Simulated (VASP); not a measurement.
# CsBr (Pm-3m) in VASP: a series of runs

CsBr is run at these levels: PBEsol, LDA, PBE, r2SCAN; tasks: single point, relaxation of cell and atoms.

Program: VASP 6.6.1. These are calculated values, not measurements. Logs are shortened: lines on timing, memory, paths and dates and some standing lists are left out, and cuts for length are marked.

### Step 1. The cell of the first run

The structure is cubic, space group Pm-3m (No. 221). The conventional cell has a = 4.246 Å, b = 4.246 Å, c = 4.246 Å, α = 90.00°, β = 90.00°, γ = 90.00°. Cs (site symmetry m-3m) has 8 Br at 3.68 Å and 6 Cs at 4.25 Å within 4.8 Å. Within 4.8 Å of Br (site symmetry m-3m) lie 8 Cs at 3.68 Å and 6 Br at 4.25 Å.

### Step 2. Single point, PBEsol

The input, INCAR:

```
SYSTEM = CsBr
ALGO = Normal
EDIFF = 1E-6
ENCUT = 500
GGA = PS
GGA_COMPAT = .False.
ISIF = 2
ISMEAR = -1
LASPH = .True.
LCHARG = .False.
LREAL = .False.
LWAVE = .False.
NBANDS = 15
NELM = 120
PREC = Accurate
SIGMA = 0.02
```

The input, KPOINTS:

```
k-points
0
Gamma
  6 6 6
  0 0 0
```

The input, POSCAR:

```
CsBr
1.0
    4.2461439126      0.0000000000      0.0000000000
    0.0000000000      4.2461439126      0.0000000000
    0.0000000000      0.0000000000      4.2461439126
Cs Br
1 1
Direct
    0.0000000000      0.0000000000      0.0000000000
    0.5000000000      0.5000000000      0.5000000000
```

Potentials or basis: VASP PAW PBE potentials, release 64 (Cs_sv, Br).

The run is started by

```bash
$ cat potpaw_PBE.64/Cs_sv/POTCAR potpaw_PBE.64/Br/POTCAR > POTCAR
$ mpirun -np 1 vasp_std > vasp.out
```

OUTCAR:

```text
SYSTEM = CsBr
   EDIFF = 1E-6
   ENCUT = 500
   GGA = PS
   ISIF = 2
   ISMEAR = -1
   LASPH = .True.
   LREAL = .False.
   NELM = 120
   PREC = Accurate

 ion  position               nearest neighbor table
   1  0.000  0.000  0.000-
   2  0.500  0.500  0.500-

  LATTYP: Found a simple cubic cell.
 ALAT       =     4.2461439126

  Lattice vectors:

 A1 = (   4.2461439126,   0.0000000000,   0.0000000000)
 A2 = (   0.0000000000,   4.2461439126,   0.0000000000)
 A3 = (   0.0000000000,   0.0000000000,   4.2461439126)

Analysis of symmetry for initial positions (statically):
=====================================================================
 Subroutine PRICEL returns:
 Original cell was already a primitive cell.

 Routine SETGRP: Setting up the symmetry group for a
 simple cubic supercell.

 Subroutine GETGRP returns: Found 48 space group operations
 (whereof 48 operations were pure point group operations)
 out of a pool of 48 trial point group operations.

The static configuration has the point symmetry O_h .

Analysis of symmetry for dynamics (positions and initial velocities):
=====================================================================
 Subroutine PRICEL returns:
 Original cell was already a primitive cell.

 Routine SETGRP: Setting up the symmetry group for a
 simple cubic supercell.

 Subroutine GETGRP returns: Found 48 space group operations
 (whereof 48 operations were pure point group operations)
 out of a pool of 48 trial point group operations.

The dynamic configuration has the point symmetry O_h .

 Subroutine INISYM returns: Found 48 space group operations
 (whereof 48 operations are pure point group operations),
 and found     1 'primitive' translations

----------------------------------------------------------------------------------------

                                     Primitive cell

  volume of cell :      76.5569

  direct lattice vectors                    reciprocal lattice vectors
     4.246143913  0.000000000  0.000000000     0.235507797  0.000000000  0.000000000
     0.000000000  4.246143913  0.000000000     0.000000000  0.235507797  0.000000000
     0.000000000  0.000000000  4.246143913     0.000000000  0.000000000  0.235507797

  length of vectors
     4.246143913  4.246143913  4.246143913     0.235507797  0.235507797  0.235507797

  position of ions in fractional coordinates (direct lattice)
     0.000000000  0.000000000  0.000000000
     0.500000000  0.500000000  0.500000000

  ion indices of the primitive-cell ions
   primitive index   ion index
                 1           1
                 2           2

----------------------------------------------------------------------------------------

 KPOINTS: k-points

Automatic generation of k-mesh.
 Grid dimensions read from file:
 generate k-points for:    6    6    6

 Generating k-lattice:

  Cartesian coordinates                     Fractional coordinates (reciprocal lattice)
     0.039251300  0.000000000  0.000000000     0.166666667  0.000000000  0.000000000
     0.000000000  0.039251300  0.000000000     0.000000000  0.166666667  0.000000000
     0.000000000  0.000000000  0.039251300     0.000000000  0.000000000  0.166666667

  Length of vectors
     0.039251300  0.039251300  0.039251300

  Shift w.r.t. Gamma in fractional coordinates (k-lattice)
     0.000000000  0.000000000  0.000000000

 Subroutine IBZKPT returns following result:
 ===========================================

 Found     20 irreducible k-points:

 Following reciprocal coordinates:
            Coordinates               Weight
  0.000000  0.000000  0.000000      1.000000
  0.166667  0.000000  0.000000      6.000000
  0.333333  0.000000  0.000000      6.000000
  0.500000  0.000000  0.000000      3.000000
  0.166667  0.166667  0.000000     12.000000
  0.333333  0.166667  0.000000     24.000000
[... 12 lines left out ...]
  0.500000  0.500000  0.333333      6.000000
  0.500000  0.500000  0.500000      1.000000
[... 47 lines left out ...]
  band No.  band energies     occupation
      1     -19.9850      2.00000
      2     -12.6896      2.00000
      3      -6.5481      2.00000
      4      -6.5481      2.00000
      5      -6.5481      2.00000
      6      -0.2627      2.00000
      7      -0.2627      2.00000
      8      -0.2627      2.00000
      9       4.1641      0.00000
     10       4.4950      0.00000
     11       4.4950      0.00000
     12       8.9224      0.00000
     13       8.9224      0.00000
     14       8.9224      0.00000
     15      11.8718      0.00000

 k-point     2 :       0.1667    0.0000    0.0000
  band No.  band energies     occupation
      1     -19.9696      2.00000
      2     -12.6950      2.00000
      3      -6.6633      2.00000
      4      -6.5182      2.00000
      5      -6.5182      2.00000
      6      -0.7136      2.00000
      7      -0.3218      2.00000
      8      -0.3218      2.00000
      9       4.6806      0.00000
     10       4.8535      0.00000
     11       5.1412      0.00000
     12       8.7628      0.00000
     13       8.7628      0.00000
     14       9.0727      0.00000
     15      10.4058      0.00000

 k-point     3 :       0.3333    0.0000    0.0000
  band No.  band energies     occupation
      1     -19.9385      2.00000
      2     -12.7081      2.00000
      3      -6.8688      2.00000
      4      -6.4565      2.00000
      5      -6.4565      2.00000
      6      -1.4095      2.00000
      7      -0.4445      2.00000
      8      -0.4445      2.00000
      9       5.1764      0.00000
     10       6.2437      0.00000
     11       6.6008      0.00000
     12       8.6437      0.00000
     13       8.6437      0.00000
     14       8.7101      0.00000
     15       9.4469      0.00000
[... 271 lines left out ...]
 k-point    19 :       0.5000    0.5000    0.3333
  band No.  band energies     occupation
      1     -19.8334      2.00000
      2     -12.5160      2.00000
      3      -7.0487      2.00000
      4      -7.0487      2.00000
      5      -6.8428      2.00000
      6      -1.3838      2.00000
      7      -1.3838      2.00000
      8      -1.2917      2.00000
      9       7.3269      0.00000
     10       7.3862      0.00000
     11       7.5894      0.00000
     12       7.5894      0.00000
     13       9.6405      0.00000
     14       9.6405      0.00000
     15      11.2670      0.00000

 k-point    20 :       0.5000    0.5000    0.5000
  band No.  band energies     occupation
      1     -19.8210      2.00000
      2     -12.4938      2.00000
      3      -6.9915      2.00000
      4      -6.9915      2.00000
      5      -6.9915      2.00000
      6      -1.5535      2.00000
      7      -1.5535      2.00000
      8      -1.5535      2.00000
      9       8.1297      0.00000
     10       8.1297      0.00000
     11       8.1297      0.00000
     12       8.9086      0.00000
     13       8.9086      0.00000
     14       8.9086      0.00000
     15      11.3252      0.00000

------------------------ aborting loop because EDIFF is reached ----------------------------------------

  FORCE on cell =-STRESS in cart. coord.  units (eV):
  Direction    XX          YY          ZZ          XY          YZ          ZX
  --------------------------------------------------------------------------------------
  -------------------------------------------------------------------------------------
  Total        0.0068938      0.0068938      0.0068938      0.0000000      0.0000000     -0.0000000
  in kB        0.1442733      0.1442733      0.1442733      0.0000000      0.0000000     -0.0000000
  external PRESSURE =       0.1442733 kB  Pullay stress =       0.0000000 kB

 VOLUME and BASIS-vectors are now :
 -----------------------------------------------------------------------------
  energy-cutoff  :      500.00
  volume of cell :       76.56
      direct lattice vectors                 reciprocal lattice vectors
     4.246143913  0.000000000  0.000000000     0.235507797  0.000000000  0.000000000
     0.000000000  4.246143913  0.000000000     0.000000000  0.235507797  0.000000000
     0.000000000  0.000000000  4.246143913     0.000000000  0.000000000  0.235507797

 POSITION                                       TOTAL-FORCE (eV/Angst)
 -----------------------------------------------------------------------------------
      0.00000      0.00000      0.00000         0.000000      0.000000      0.000000
      2.12307      2.12307      2.12307         0.000000      0.000000      0.000000
 -----------------------------------------------------------------------------------
    total drift:                                0.000000      0.000000     -0.000000

  FREE ENERGIE OF THE ION-ELECTRON SYSTEM (eV)
  ---------------------------------------------------
  free  energy   TOTEN  =        -6.3472401559 eV

  energy  without entropy=       -6.3472401559  energy(sigma->0) =       -6.34724016
```

Wall time 24 s (1 thread of Intel Xeon 8259CL, shared host); peak memory 0.19 GiB.

What came out:

| Property | Result |
| --- | --- |
| Free energy | -6.3472 eV |
| Pressure | 0.0 GPa |
| Band gap on the k mesh | 4.43 eV |

Levels at points of the mesh, in eV from the valence-band top:
```tsv
k point	band 6	band 7	band 8	band 9	band 10	band 11
(0.00, 0.00, 0.00)	0.00	0.00	0.00	4.43	4.76	4.76
(0.50, 0.00, 0.00)	-1.44	-0.25	-0.25	5.83	7.34	7.76
(0.50, 0.50, 0.00)	-0.60	-0.60	-0.01	5.14	5.39	7.18
(0.50, 0.50, 0.50)	-1.29	-1.29	-1.29	8.39	8.39	8.39
```

Caveat: the PAW data sets were made with another functional, which shifts forces and pressure a little; spin-orbit coupling is left out, which moves the levels of the heavy elements.

### Step 3. Single point, LDA

This run uses another cell than the first one, of 40.30 Å³/atom.

The input, INCAR:

```
SYSTEM = CsBr
PREC = Accurate
ENCUT = 500
EDIFF = 1E-6
ISMEAR = 0
SIGMA = 0.01
LREAL = .FALSE.
LASPH = .TRUE.
NELM = 120
ALGO = Normal
ISIF = 2
LWAVE = .FALSE.
LCHARG = .FALSE.
GGA = CA
NBANDS = 15
GGA_COMPAT = .FALSE.
```

The input, KPOINTS:

```
Automatic mesh
0
G
  6 6 6
  0 0 0
```

The input, POSCAR:

```
CsBr
1.0
    4.3195965033      0.0000000000      0.0000000000
    0.0000000000      4.3195965033      0.0000000000
    0.0000000000      0.0000000000      4.3195965033
Cs Br
1 1
Direct
    0.0000000000      0.0000000000      0.0000000000
    0.5000000000      0.5000000000      0.5000000000
```

Potentials or basis: VASP PAW LDA potentials, release 64 (Cs_sv, Br).

The run is started by

```bash
$ cat potpaw_LDA.64/Cs_sv/POTCAR potpaw_LDA.64/Br/POTCAR > POTCAR
$ mpirun -np 1 vasp_std > vasp.out
```

Wall time 19 s (1 thread of Intel Xeon 8259CL, shared host); peak memory 0.16 GiB.

Results (log left out):

| Quantity | Value |
| --- | --- |
| Free energy | -6.7322 eV |
| Pressure | -1.9 GPa |
| Band gap on the k mesh | 4.05 eV (least direct gap 4.06 eV) |

Levels at points of the mesh, in eV from the valence-band top:
```tsv
k point	band 5	band 6	band 7	band 8	band 9	band 10	band 11	band 12
(0.00, 0.00, 0.00)	-6.35	-0.01	-0.01	-0.01	4.05	4.69	4.69	8.96
(0.50, 0.00, 0.00)	-6.24	-1.35	-0.21	-0.21	5.69	6.95	7.33	8.08
(0.50, 0.50, 0.00)	-6.18	-0.59	-0.59	0.00	4.97	5.24	7.05	7.05
(0.50, 0.50, 0.50)	-6.75	-1.18	-1.18	-1.18	8.06	8.06	8.06	8.79
```

Caveat: spin-orbit coupling is left out, which moves the levels of the heavy elements. Expect the measured gap to be larger: semilocal functionals such as LDA lack the derivative discontinuity.

### Step 4. Single point, PBE

This run uses another cell than the first one, of 42.28 Å³/atom.

The input, INCAR:

```
PREC = Accurate
ENCUT = 500
EDIFF = 1E-6
ISMEAR = -1
SIGMA = 0.02
LREAL = F
LASPH = T
NELM = 120
ALGO = Normal
ISIF = 2
LWAVE = F
LCHARG = F
GGA = PE
NBANDS = 15
GGA_COMPAT = F
```

The input, KPOINTS:

```
Automatic mesh
0
Gamma
  6 6 6
```

The input, POSCAR:

```
CsBr
1.0
    4.3893102064      0.0000000000      0.0000000000
    0.0000000000      4.3893102064      0.0000000000
    0.0000000000      0.0000000000      4.3893102064
Cs Br
1 1
Direct
    0.0000000000      0.0000000000      0.0000000000
    0.5000000000      0.5000000000      0.5000000000
```

Potentials or basis: VASP PAW PBE potentials, release 64 (Cs_sv, Br).

The run is started by

```bash
$ cat potpaw_PBE.64/Cs_sv/POTCAR potpaw_PBE.64/Br/POTCAR > POTCAR
$ mpirun -np 1 vasp_std > vasp.out
```

Run time: 25 s. Hardware: 1 thread of Intel Xeon 8259CL, shared host; peak memory 0.18 GiB.

It converged, with:

| Item | Value |
| --- | --- |
| Free energy | -6.0243 eV |
| Pressure | 0.0 GPa |
| Band gap on the k mesh | 4.24 eV (least direct gap 4.27 eV) |

Levels at points of the mesh, in eV from the valence-band top:
```csv
k point,band 5,band 6,band 7,band 8,band 9,band 10,band 11,band 12
"(0.00, 0.00, 0.00)",-6.52,-0.02,-0.02,-0.02,4.24,4.97,4.97,8.88
"(0.50, 0.00, 0.00)",-6.44,-1.19,-0.18,-0.18,5.89,6.95,7.36,8.31
"(0.50, 0.50, 0.00)",-6.39,-0.56,-0.56,0.00,5.20,5.44,7.14,7.14
"(0.50, 0.50, 0.50)",-6.86,-1.03,-1.03,-1.03,7.99,7.99,7.99,8.82
```

Caveat: spin-orbit coupling is left out, which moves the levels of the heavy elements. A k mesh can miss the band edges.

### Step 5. Single point, r2SCAN

This run uses another cell than the first one, of 40.30 Å³/atom.

The input, POSCAR:

```
CsBr
1.0
    4.3195965033      0.0000000000      0.0000000000
    0.0000000000      4.3195965033      0.0000000000
    0.0000000000      0.0000000000      4.3195965033
Cs Br
1 1
Direct
    0.0000000000      0.0000000000      0.0000000000
    0.5000000000      0.5000000000      0.5000000000
```

The input, INCAR.step1:

```
PREC = Accurate
ENCUT = 550
ISMEAR = -1
SIGMA = 0.02
LREAL = False
LASPH = True
NELM = 120
NBANDS = 15
GGA = PE
ALGO = Normal
EDIFF = 1E-5
LWAVE = True
LCHARG = False
GGA_COMPAT = False
```

The input, INCAR.step2:

```
PREC = Accurate
ENCUT = 550
EDIFF = 1E-6
ISMEAR = -1
SIGMA = 0.02
LREAL = False
LASPH = True
NELM = 120
ALGO = Normal
ISIF = 2
LWAVE = False
LCHARG = False
METAGGA = R2SCAN
LMIXTAU = True
NBANDS = 15
ISTART = 1
GGA_COMPAT = False
```

KPOINTS is that of step 4.

The run is started by

```bash
$ cat potpaw_PBE.64/Cs_sv/POTCAR potpaw_PBE.64/Br/POTCAR > POTCAR
$ cp INCAR.step1 INCAR
$ mpirun -np 1 vasp_std > vasp.out
$ cp INCAR.step2 INCAR
$ mpirun -np 1 vasp_std > vasp.out
```

Wall time 2.6 min (1 thread of Intel Xeon 8259CL, shared host); peak memory 0.22 GiB.

It converged, with:

```
Free energy            : -42.3254 eV
Pressure               : 0.1 GPa
Band gap on the k mesh : 5.19 eV
```

Levels at points of the mesh, in eV from the valence-band top:
| k point | band 5 | band 6 | band 7 | band 8 | band 9 | band 10 | band 11 | band 12 |
| --- | --- | --- | --- | --- | --- | --- | --- | --- |
| (0.00, 0.00, 0.00) | -6.57 | 0.00 | 0.00 | 0.00 | 5.19 | 5.42 | 5.42 | 9.75 |
| (0.50, 0.00, 0.00) | -6.47 | -1.26 | -0.19 | -0.19 | 6.43 | 7.85 | 8.37 | 8.94 |
| (0.50, 0.50, 0.00) | -6.41 | -0.58 | -0.58 | 0.00 | 5.84 | 6.11 | 7.85 | 7.85 |
| (0.50, 0.50, 0.50) | -6.95 | -1.13 | -1.13 | -1.13 | 8.89 | 8.89 | 8.89 | 9.78 |

Caveat: the PAW data sets were made with another functional, which shifts forces and pressure a little; spin-orbit coupling is left out, which moves the levels of the heavy elements. A k mesh can miss the band edges.

### Step 6. Relaxation of cell and atoms, PBE

This run uses another cell than the first one, of 39.37 Å³/atom.

The input, INCAR:

```
ALGO = Normal ; EDIFF = 1E-7
EDIFFG = -0.005 ; ENCUT = 500
GGA = PE ; GGA_COMPAT = False
IBRION = 2 ; ISIF = 3
ISMEAR = -1 ; LASPH = True
LCHARG = False ; LREAL = False
LWAVE = False ; NELM = 120
NELMIN = 4 ; NSW = 80
PREC = Accurate ; SIGMA = 0.02
```

The input, KPOINTS:

```
k-points
0
Gamma
  6 6 6
```

The input, POSCAR:

```
CsBr
1.0
    4.2860000000      0.0000000000      0.0000000000
    0.0000000000      4.2860000000      0.0000000000
    0.0000000000      0.0000000000      4.2860000000
Cs Br
1 1
Direct
    0.0000000000      0.0000000000      0.0000000000
    0.5000000000      0.5000000000      0.5000000000
```

Potentials or basis: VASP PAW PBE potentials, release 64 (Cs_sv, Br).

The run is started by

```bash
$ cat potpaw_PBE.64/Cs_sv/POTCAR potpaw_PBE.64/Br/POTCAR > POTCAR
$ mpirun -np 1 vasp_std > vasp.out
```

It took 58 s on 1 thread of Intel Xeon 8259CL, shared host; peak memory 0.19 GiB.

It converged, with:

```yaml
Free_energy: -6.0238 eV
Relaxed_volume: 42.41 Å³/atom
Relaxed_cell: a = 4.394 Å, b = 4.394 Å, c = 4.394 Å, α = 90.00°, β = 90.00°, γ = 90.00°
Space_group_after_relaxing_to_0.1_Å: Pm-3m (No. 221)
Energy_gained_by_relaxing: 9.6 meV/atom
Ionic_steps: 4
Pressure_after_relaxing: 0.0 GPa
Band_gap_on_the_k_mesh: 4.23 eV (least direct gap 4.26 eV)
```

Step by step:
| step | energy change (eV) | largest force (eV/Å) | pressure (GPa) | volume (Å³) |
| --- | --- | --- | --- | --- |
| 1 | 0.0000 | 0.0000 | 1.10 | 78.73 |
| 2 | -0.0151 | 0.0000 | 0.47 | 81.86 |
| 3 | -0.0192 | 0.0000 | -0.07 | 85.31 |
| 4 | -0.0193 | 0.0000 | 0.00 | 84.82 |

Final structure:
```yaml
crystal:
  lattice:
    - [4.39370, 0.00000, 0.00000]
    - [0.00000, 4.39370, 0.00000]
    - [0.00000, 0.00000, 4.39370]
  atoms:
    - { symbol: Cs, position: [0.00000, 0.00000, 0.00000] }
    - { symbol: Br, position: [0.50000, 0.50000, 0.50000] }
```

Levels at points of the mesh, in eV from the valence-band top:
| k point | band 6 | band 7 | band 8 | band 9 | band 10 | band 11 |
| --- | --- | --- | --- | --- | --- | --- |
| (0.00, 0.00, 0.00) | -0.02 | -0.02 | -0.02 | 4.23 | 4.97 | 4.97 |
| (0.50, 0.00, 0.00) | -1.19 | -0.18 | -0.18 | 5.89 | 6.94 | 7.35 |
| (0.50, 0.50, 0.00) | -0.56 | -0.56 | 0.00 | 5.20 | 5.43 | 7.14 |
| (0.50, 0.50, 0.50) | -1.03 | -1.03 | -1.03 | 7.97 | 7.97 | 7.97 |

Caveat: spin-orbit coupling is left out, which moves the levels of the heavy elements.

### Step 7. The runs side by side

| task | level | potentials or basis | cell | cutoff (eV) | smearing | gap on the mesh (eV) | pressure (GPa) |
| --- | --- | --- | --- | --- | --- | --- | --- |
| single point | PBEsol | VASP PAW PBE potentials, release 64 (Cs_sv, Br) | a = 4.246 Å, 2 atoms | 500 | fermi-dirac 0.02 eV | 4.43 | 0.0 |
| single point | LDA | VASP PAW LDA potentials, release 64 (Cs_sv, Br) | a = 4.320 Å, 2 atoms | 500 | gaussian 0.01 eV | 4.05 | -1.9 |
| single point | PBE | VASP PAW PBE potentials, release 64 (Cs_sv, Br) | a = 4.389 Å, 2 atoms | 500 | fermi-dirac 0.02 eV | 4.24 | 0.0 |
| single point | r2SCAN | VASP PAW PBE potentials, release 64 (Cs_sv, Br) | a = 4.320 Å, 2 atoms | 550 | fermi-dirac 0.02 eV | 5.19 | 0.1 |
| relaxation of cell and atoms | PBE | VASP PAW PBE potentials, release 64 (Cs_sv, Br) | relaxed from a = 4.286 Å, 2 atoms | 500 | fermi-dirac 0.02 eV | 4.23 | 0.0 |

Alike in all rows: no spin polarisation; k mesh 6 × 6 × 6.

Caveats: spin-orbit coupling is left out, which moves the levels of the heavy elements; the PAW data sets were made with another functional, which shifts forces and pressure a little (at least some runs).

Total energies depend on the potentials used, so only differences within one code and one set of settings carry meaning.
